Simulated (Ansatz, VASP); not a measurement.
## Cu16CO: VASP beside Ansatz

INCAR

```
ALGO     = Normal         # electronic algorithm
DIPOL    = 0.5 0.5 0.524
EDIFF    = 1E-6           # SCF threshold, eV
ENCUT    = 520            # plane-wave cutoff, eV
GGA      = RE             # functional
IDIPOL   = 3            
ISIF     = 2              # what is computed and relaxed
ISMEAR   = 0              # smearing method
LASPH    = T              # aspherical terms in the spheres
LCHARG   = F              # write CHGCAR
LDIPOL   = T            
LREAL    = Auto         
LUSENCCL = F            
LWAVE    = F              # write WAVECAR
NBANDS   = 108            # bands
NELM     = 100            # most SCF steps
PREC     = Accurate       # precision mode
SIGMA    = 0.1            # smearing width, eV
```

Contents of KPOINTS:

```
k-points
0
Gamma
  6 6 1
```

Contents of POSCAR:

```
Cu16CO
1.0
    5.1123820280      0.0000000000      0.0000000000
    2.5561910140      4.4274527101      0.0000000000
    0.0000000000      0.0000000000     24.2613636694
Cu C O
16 1 1
Direct
    0.0000000000      0.0000000000      0.3709601868
    0.5000000000      0.0000000000      0.3709601868
    0.0000000000      0.5000000000      0.3709601868
    0.5000000000      0.5000000000      0.3709601868
    0.1666666667      0.1666666667      0.4569867289
    0.6666666667      0.1666666667      0.4569867289
    0.1666666667      0.6666666667      0.4569867289
    0.6666666667      0.6666666667      0.4569867289
   -0.1649010663      0.3324505332      0.5418241202
    0.3324505332      0.3324505332      0.5418241202
   -0.1666666667      0.8333333333      0.5455489664
    0.3324505332      0.8350989337      0.5418241202
    0.0000882213      0.0000882213      0.6306726476
    0.4998235574      0.0000882213      0.6306726476
    0.0000882213      0.4998235574      0.6306726476
    0.5000000000      0.5000000000      0.6251174075
    0.1666666667      0.1666666667      0.6892246681
    0.1666666667      0.1666666667      0.7375688735
```

Input for Ansatz:

```yaml
crystal:
  lattice:
    - [5.112382028, 0.0, 0.0]
    - [2.556191014, 4.4274527101, 0.0]
    - [0.0, 0.0, 24.2613636694]
  atoms:
    - { symbol: Cu, position: [0.0, 0.0, 0.3709601868] }
    - { symbol: Cu, position: [0.5, 0.0, 0.3709601868] }
    - { symbol: Cu, position: [0.0, 0.5, 0.3709601868] }
    - { symbol: Cu, position: [0.5, 0.5, 0.3709601868] }
    - { symbol: Cu, position: [0.1666666667, 0.1666666667, 0.4569867289] }
    - { symbol: Cu, position: [0.6666666667, 0.1666666667, 0.4569867289] }
    - { symbol: Cu, position: [0.1666666667, 0.6666666667, 0.4569867289] }
    - { symbol: Cu, position: [0.6666666667, 0.6666666667, 0.4569867289] }
    - { symbol: Cu, position: [-0.1649010663, 0.3324505332, 0.5418241202] }
    - { symbol: Cu, position: [0.3324505332, 0.3324505332, 0.5418241202] }
    - { symbol: Cu, position: [-0.1666666667, 0.8333333333, 0.5455489664] }
    - { symbol: Cu, position: [0.3324505332, 0.8350989337, 0.5418241202] }
    - { symbol: Cu, position: [8.82213e-05, 8.82213e-05, 0.6306726476] }
    - { symbol: Cu, position: [0.4998235574, 8.82213e-05, 0.6306726476] }
    - { symbol: Cu, position: [8.82213e-05, 0.4998235574, 0.6306726476] }
    - { symbol: Cu, position: [0.5, 0.5, 0.6251174075] }
    - { symbol: C, position: [0.1666666667, 0.1666666667, 0.6892246681] }
    - { symbol: O, position: [0.1666666667, 0.1666666667, 0.7375688735] }
scf:
  occupations: { method: gaussian, width: 0.1 }
output:
  forces: true
hamiltonian:
  xc: revpbe
kpoints:
  mp_grid: { grid: [6, 6, 1] }
efield:
  axis: 3
  dipole_correction: true
```

Alike in both runs: task single point; functional revPBE; k mesh 6 × 6 × 1; occupations gaussian, width 0.1 eV; no spin polarisation.

|  | VASP | Ansatz |
| --- | --- | --- |
| version | VASP 6.6.1 | Ansatz 0.2.0 |
| potentials or method | VASP PAW PBE potentials, release 64 (Cu, C, O) | scalar-relativistic, plane waves, PAW |
| plane-wave cutoff (eV) | 520 | 420 |
| valence electrons in the cell | 186 | 314 |

```tsv
	VASP	Ansatz	Ansatz less VASP
rms of the force components (eV/Å)	0.191	0.071	-0.1196
```

VASP's potentials were made for PBE, not for revPBE. Atom by atom the forces differ by 0.131 eV/Å (rms over components). One of these differences is far larger than is usual between the two programs; its cause wasn't traced. VASP's potentials hold 186 valence electrons a cell and Ansatz's 314, so a difference there can come from the potentials and not from the codes.

Noted on VASP's run: the standard files for N, O and F lose accuracy on very short bonds.
